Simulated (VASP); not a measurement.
# Pt (Fmmm) in VASP: single point with PBE

Aim: the single point of Pt with PBE.

All numbers are computed with VASP 6.6.1; they aren't measurements. Logs are shortened: lines on timing, memory, paths and dates and some standing lists are left out, and cuts for length are marked.

## Step 1: The cell of the first run

The typed cell holds 1 atom: a = 2.742 Å, b = 2.742 Å, c = 2.746 Å, α = 109.47°, β = 109.47°, γ = 109.40°.

This isn't the form of Pt at room conditions, which is fcc.

## Step 2: Single point, PBE (strain +0.0025 x Voigt [0, 0, 0, 0, 0, 1])

The input, INCAR:

```
PREC = Accurate
ENCUT = 520
EDIFF = 1E-6
ISMEAR = 0
SIGMA = 0.15
LREAL = False
LASPH = True
NELM = 80
ALGO = Fast
ISIF = 2
LWAVE = False
LCHARG = True
GGA = PE
LELF = True
LVHAR = True
NBANDS = 11
```

The input, KPOINTS:

```
Automatic mesh
0
Gamma
  22 22 22
```

The input, POSCAR:

```
Pt
1.0
   -1.5822397250      1.5822397250      1.5842200000
    1.5822397250     -1.5822397250      1.5842200000
    1.5862002750      1.5862002750     -1.5842200000
Pt
1
Direct
    0.0000000000      0.0000000000      0.0000000000
```

Potentials or basis: VASP PAW PBE potentials, release 64 (Pt).

Launch:

```console
$ cat potpaw_PBE.64/Pt/POTCAR > POTCAR
$ mpirun -np 1 vasp_std > vasp.out
```

OUTCAR:

```text
PREC = Accurate
   ENCUT = 520
   EDIFF = 1E-6
   ISMEAR = 0
   LREAL = False
   LASPH = True
   NELM = 80
   ISIF = 2
   GGA = PE

 ion  position               nearest neighbor table
   1  0.000  0.000  0.000-

  LATTYP: Found a face centered orthorhombic cell.
 ALAT       =     3.1684400000
 B/A-ratio  =     1.4124457954
 C/A-ratio  =     1.4159813293

  Lattice vectors:

 A1 = (   3.1684400000,   0.0039605500,   0.0000000000)
 A2 = (   1.5862002750,   1.5862002750,   1.5842200000)
 A3 = (   1.5822397250,  -1.5822397250,   1.5842200000)

Analysis of symmetry for initial positions (statically):
=====================================================================
 Subroutine PRICEL returns:
 Original cell was already a primitive cell.

 Routine SETGRP: Setting up the symmetry group for a
 face centered orthorhombic supercell.

 Subroutine GETGRP returns: Found  8 space group operations
 (whereof  8 operations were pure point group operations)
 out of a pool of  8 trial point group operations.

The static configuration has the point symmetry D_2h.

Analysis of symmetry for dynamics (positions and initial velocities):
=====================================================================
 Subroutine PRICEL returns:
 Original cell was already a primitive cell.

 Routine SETGRP: Setting up the symmetry group for a
 face centered orthorhombic supercell.

 Subroutine GETGRP returns: Found  8 space group operations
 (whereof  8 operations were pure point group operations)
 out of a pool of  8 trial point group operations.

The dynamic configuration has the point symmetry D_2h.

 Subroutine INISYM returns: Found  8 space group operations
 (whereof  8 operations are pure point group operations),
 and found     1 'primitive' translations

----------------------------------------------------------------------------------------

                                     Primitive cell

  volume of cell :      15.9040

  direct lattice vectors                    reciprocal lattice vectors
    -1.582239725  1.582239725  1.584220000    -0.000394517  0.315613224  0.315612731
     1.582239725 -1.582239725  1.584220000     0.315613224 -0.000394517  0.315612731
     1.586200275  1.586200275 -1.584220000     0.315218707  0.315218707  0.000000000

  length of vectors
     2.741663383  2.741663383  2.746236631     0.446344327  0.446344327  0.445786571

  position of ions in fractional coordinates (direct lattice)
     0.000000000  0.000000000  0.000000000

  ion indices of the primitive-cell ions
   primitive index   ion index
                 1           1

----------------------------------------------------------------------------------------

 KPOINTS: Automatic mesh

Automatic generation of k-mesh.
 Grid dimensions read from file:
 generate k-points for:   22   22   22

 Generating k-lattice:

  Cartesian coordinates                     Fractional coordinates (reciprocal lattice)
    -0.000017933  0.014346056  0.014346033     0.045454545  0.000000000 -0.000000000
     0.014346056 -0.000017933  0.014346033     0.000000000  0.045454545 -0.000000000
     0.014328123  0.014328123  0.000000000     0.000000000  0.000000000  0.045454545

  Length of vectors
     0.020288379  0.020288379  0.020263026

  Shift w.r.t. Gamma in fractional coordinates (k-lattice)
     0.000000000  0.000000000  0.000000000

 Subroutine IBZKPT returns following result:
 ===========================================

 Found   1530 irreducible k-points:

 Following reciprocal coordinates:
            Coordinates               Weight
  0.000000  0.000000  0.000000      1.000000
  0.045455 -0.000000  0.000000      8.000000
  0.090909 -0.000000  0.000000      8.000000
  0.136364  0.000000  0.000000      8.000000
  0.181818  0.000000  0.000000      8.000000
  0.227273  0.000000 -0.000000      8.000000
[... 16 lines left out ...]
  0.500000  0.045455  0.000000      8.000000
 -0.454545  0.045455  0.000000      8.000000
 [... further k-points ...]
   k-points           NKPTS =   1530   k-points in BZ     NKDIM =   1530   number of bands    NBANDS=     11
   number of dos      NEDOS =    301   number of ions     NIONS =      1
   total plane-waves  NPLWV =   8000
   dimension x,y,z NGX =    20 NGY =   20 NGZ =   20
   dimension x,y,z NGXF=    40 NGYF=   40 NGZF=   40
   ions per type =               1
   NGX,Y,Z   is equivalent  to a cutoff of  12.13, 12.13, 12.11 a.u.
   NGXF,Y,Z  is equivalent  to a cutoff of  24.25, 24.25, 24.21 a.u.
 SYSTEM =  unknown system
   PREC   = accura    normal or accurate (medium, high low for compatibility)
   ISTART =      0    job   : 0-new  1-cont  2-samecut
   ICHARG =      2    charge: 1-file 2-atom 10-const
   ISPIN  =      1    spin polarized calculation?
   LNONCOLLINEAR =      F non collinear calculations
   LSORBIT =      F    spin-orbit coupling
   LASPH  =      T    aspherical Exc in radial PAW
   ENCUT  =  520.0 eV  38.22 Ry    6.18 a.u.   5.10  5.10  5.11*2*pi/ulx,y,z
   NELM   =     80;   NELMIN=  2; NELMDL= -5     # of ELM steps
   EDIFF  = 0.1E-05   stopping-criterion for ELM
   LREAL  =      F    real-space projection
   EDIFFG = 0.1E-04   stopping-criterion for IOM
   NSW    =      0    number of steps for IOM
   IBRION =     -1    ionic relax: 0-MD 1-quasi-New 2-CG
   NFREE  =      0    steps in history (QN), initial steepest desc. (CG)
   ISIF   =      2    stress and relaxation
   ISYM   =      2    0-nonsym 1-usesym 2-fastsym
   POTIM  = 0.5000    time-step for ionic-motion
   TEBEG  =    0.0;   TEEND  =   0.0 temperature during run
   PSTRESS=    0.0 pullay stress
   NELECT =      10.0000    total number of electrons
   NUPDOWN=      -1.0000    fix difference up-down
   EMIN   =  10.00;   EMAX   =-10.00  energy-range for DOS
   EFERMI =   0.00;   METHOD = LEGACY
   ISMEAR =     0;   SIGMA  =   0.15  broadening in eV -4-tet -1-fermi 0-gaus
   EFERMI_NEDOS =   21; number of points for ismear=-14 and -15
   IALGO  =     68    algorithm
   IMIX   =      4    mixing-type and parameters
     AMIX     =   0.40;   BMIX     =  1.00
     AMIX_MAG =   1.60;   BMIX_MAG =  1.00
  volume/ion in A,a.u.               =      15.90       107.33
  Fermi-wavevector in a.u.,A,eV,Ry     =   1.402511  2.650361 26.763160  1.967037
  Thomas-Fermi vector in A             =   2.525265
   LORBIT       =      0    0 simple, 1 ext, 2 COOP (PROOUT), +10 PAW based schemes
   GGA     = PE    functional components
   LHFCALC =     F    Hartree Fock is set to
   AEXX    =    0.0000 exact exchange contribution
   IVDW    =     0    specifies the selected vdW correction
   LEPSILON=     F    determine dielectric tensor
   LRPA    =     F    only Hartree local field effects (RPA)
 non-spin polarized calculation
 RMM-DIIS sequential band-by-band and
 Gauss-broadening in eV      SIGMA  =   0.15
  energy-cutoff  :      520.00
  volume of cell :       15.90
 maximum number of plane-waves:       442
   NGX = 11   NGY = 11   NGZ = 11

 number of electron      10.0000000 magnetization

 Free energy of the ion-electron system (eV)
  ---------------------------------------------------
  ext. energy  EPLUGINS =         0.00000000
  ---------------------------------------------------
  free energy    TOTEN  =        -6.00610128 eV

  energy without entropy =       -5.99288890  energy(sigma->0) =       -5.99949509

 E-fermi :  10.0628     XC(G=0): -13.1648

 val. band max:       10.0619411263   @ k =  -0.1818   0.3636   0.3182
 cond. band min:      10.0639148250   @ k =  -0.3182   0.5000   0.1818
 fundamental gap:      0.0019736987
 Fermi energy:        10.0627761918

 k-point     1 :       0.0000    0.0000    0.0000
  band No.  band energies     occupation
      1       0.6545      2.00000
      2       6.6228      2.00000
      3       6.6405      2.00000
      4       6.6584      2.00000
      5       9.0966      2.00000
      6       9.0967      2.00000
      7      27.1616      0.00000
      8      27.1835      0.00000
      9      27.2052      0.00000
     10      37.1380      0.00000
     11      37.1518      0.00000

 k-point     2 :       0.0455   -0.0000    0.0000
  band No.  band energies     occupation
      1       0.7385      2.00000
      2       6.6035      2.00000
      3       6.6429      2.00000
      4       6.7095      2.00000
      5       9.0531      2.00000
      6       9.0988      2.00000
      7      27.2217      0.00000
      8      27.2499      0.00000
      9      27.3127      0.00000
     10      35.5945      0.00000
     11      36.0843      0.00000

 k-point     3 :       0.0909   -0.0000    0.0000
  band No.  band energies     occupation
      1       0.9859      2.00000
      2       6.5120      2.00000
      3       6.6391      2.00000
      4       6.9059      2.00000
      5       8.9403      2.00000
      6       9.1059      2.00000
      7      27.3110      0.00000
      8      27.3923      0.00000
      9      27.6702      0.00000
     10      34.1535      0.00000
     11      34.5813      0.00000

 k-point     4 :       0.1364    0.0000    0.0000
  band No.  band energies     occupation
      1       1.3820      2.00000
      2       6.3671      2.00000
      3       6.6264      2.00000
      4       7.2287      2.00000
      5       8.8043      2.00000
      6       9.1199      2.00000
      7      27.3204      0.00000
      8      27.3569      0.00000
      9      28.2545      0.00000
     10      33.1180      0.00000
     11      33.1844      0.00000
[... 239 lines left out ...]
 k-point    22 :       0.4545    0.0455    0.0000
  band No.  band energies     occupation
      1       3.6397      2.00000
      2       5.2579      2.00000
      3       8.8852      2.00000
      4       9.1908      2.00000
      5      10.1214      0.58045
      6      11.4981      0.00000
      7      16.4383      0.00000
      8      23.4079      0.00000
      9      25.7309      0.00000
     10      34.0438      0.00000
     11      34.7625      0.00000

 k-point    23 :       0.5000    0.0455    0.0000
  band No.  band energies     occupation
      1       3.6398      2.00000
      2       5.2579      2.00000
      3       8.8847      2.00000
      4       9.1906      2.00000
      5      10.1194      0.59327
      6      11.5027      0.00000
      7      16.4368      0.00000
      8      23.4080      0.00000
      9      25.7310      0.00000
     10      34.0432      0.00000
     11      34.7716      0.00000

 k-point    24 :      -0.4545    0.0455    0.0000
  band No.  band energies     occupation
      1       3.6519      2.00000
      2       5.3066      2.00000
      3       8.6851      2.00000
      4       9.1371      2.00000
      5       9.7157      1.99893
      6      11.1135      0.00000
      7      17.4344      0.00000
      8      23.6221      0.00000
      9      26.1818      0.00000
     10      34.0150      0.00000
     11      34.4815      0.00000

 [... further k-points ...]

------------------------ aborting loop because EDIFF is reached ----------------------------------------

  FORCE on cell =-STRESS in cart. coord.  units (eV):
  Direction    XX          YY          ZZ          XY          YZ          ZX
  --------------------------------------------------------------------------------------
  -------------------------------------------------------------------------------------
  Total       -0.1467709     -0.1467709     -0.1466670     -0.0367341      0.0000000      0.0000000
  in kB      -14.7858002    -14.7858002    -14.7753272     -3.7006205      0.0000000      0.0000000
  external PRESSURE =     -14.7823092 kB  Pullay stress =       0.0000000 kB

 VOLUME and BASIS-vectors are now :
 -----------------------------------------------------------------------------
  energy-cutoff  :      520.00
  volume of cell :       15.90
      direct lattice vectors                 reciprocal lattice vectors
    -1.582239725  1.582239725  1.584220000    -0.000394517  0.315613224  0.315612731
     1.582239725 -1.582239725  1.584220000     0.315613224 -0.000394517  0.315612731
     1.586200275  1.586200275 -1.584220000     0.315218707  0.315218707  0.000000000

 POSITION                                       TOTAL-FORCE (eV/Angst)
 -----------------------------------------------------------------------------------
      0.00000      0.00000      0.00000         0.000000     -0.000000      0.000000
 -----------------------------------------------------------------------------------
    total drift:                                0.000000     -0.000000      0.000000

  FREE ENERGIE OF THE ION-ELECTRON SYSTEM (eV)
  ---------------------------------------------------
  free  energy   TOTEN  =        -6.0061012823 eV

  energy  without entropy=       -5.9928888967  energy(sigma->0) =       -5.99949509
```

Run time: 3.4 min. Hardware: 1 thread of Intel Xeon 8259CL, shared host; peak memory 0.36 GiB.

Results:

| Property | Result |
| --- | --- |
| Free energy | -6.0061 eV |
| Pressure | -1.5 GPa |
| Band gap on the k mesh | zero (bands 5 and 6 overlap by 2.13 eV) |

Stress tensor (GPa, compression positive):
```
-1.48 -0.37  0.00
-0.37 -1.48  0.00
 0.00  0.00 -1.48
```

Caveat: the cell differs from its parent crystal (strain +0.0025 x Voigt [0, 0, 0, 0, 0, 1]); spin-orbit coupling is left out, which moves the levels of the heavy elements.
